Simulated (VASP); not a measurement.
Wanted: the native input for a VASP 6.6.1 run.

- Task: single point
- Functional: PBE
- Potentials or basis: VASP PAW PBE potentials, release 64 (Sb)
- Cutoff: 520 eV
- k mesh: 19 × 19 × 19
- Occupations: fermi-dirac, width 0.05 eV
- Spin: no spin polarisation
- Dipole correction: no
- Further INCAR settings: ALGO = Normal; EDIFF = 1e-06; NBANDS = 8

The structure of Sb lies in POSCAR:

```
Sb
1.0
   -1.4923523432      1.4923523432      2.4591586785
    1.4923523432     -1.4923523432      2.4591586785
    1.4923523432      1.4923523432     -2.4591586785
Sb
1
Direct
    0.0000000000      0.0000000000      0.0000000000
```

This cell differs from its parent crystal: volume scaled by 0.975.

These files were run (other wordings do the same):

INCAR

```
SYSTEM = Sb
  PREC = Accurate
  ENCUT = 520
  EDIFF = 1E-6
  ISMEAR = -1
  SIGMA = 0.05
  LREAL = .FALSE.
  LASPH = .TRUE.
  NELM = 80
  ALGO = Normal
  ISIF = 2
  LWAVE = .FALSE.
  LCHARG = .FALSE.
  GGA = PE
  NBANDS = 8
```

KPOINTS

```
regular mesh
0
G
  19 19 19
  0 0 0
```

Potentials or basis: VASP PAW PBE potentials, release 64 (Sb).

The run is started by

```console
$ cat potpaw_PBE.64/Sb/POTCAR > POTCAR
$ mpirun -np 1 vasp_std > vasp.out
```

Results of the run:

The pressure is 22.9 GPa.

Wall time 67 s on 1 thread of Intel Xeon 8259CL, with other jobs on the host, peak memory 0.22 GiB.
